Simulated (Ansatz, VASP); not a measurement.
**LuGaP2: VASP beside Ansatz**

```xyz
4
Lattice="3.7697 0.0000 0.0000 0.0000 3.7697 0.0000 0.0000 0.0000 5.5387" Properties=species:S:1:pos:R:3 pbc="T T T"
Ga    0.0000    0.0000    0.0000
P     0.0000    0.0000    2.7694
P     1.8849    1.8849    0.0000
Lu    1.8849    1.8849    2.7694
```

Alike in both runs: task single point; functional HSE06; k mesh 4 × 4 × 2; occupations fermi-dirac, width 0.02 eV; no spin polarisation.

```csv
,VASP,Ansatz
version,VASP 6.6.1,Ansatz 0.2.0
potentials or method,"VASP PAW PBE potentials, release 64 (Ga_d, P, Lu)","plane waves, PAW"
plane-wave cutoff (eV),520,420
valence electrons in the cell,48,48
```

|  | VASP | Ansatz | Ansatz less VASP |
| --- | --- | --- | --- |
| pressure (GPa) | 1.8 | 1.6 | -0.17 |

Ansatz's warnings: filled band counts differ across k points, stress exchange threshold loose, stress scf threshold loose.

The k mesh is coarse, so the values compare programs but aren't converged. Spin-orbit coupling is off throughout.
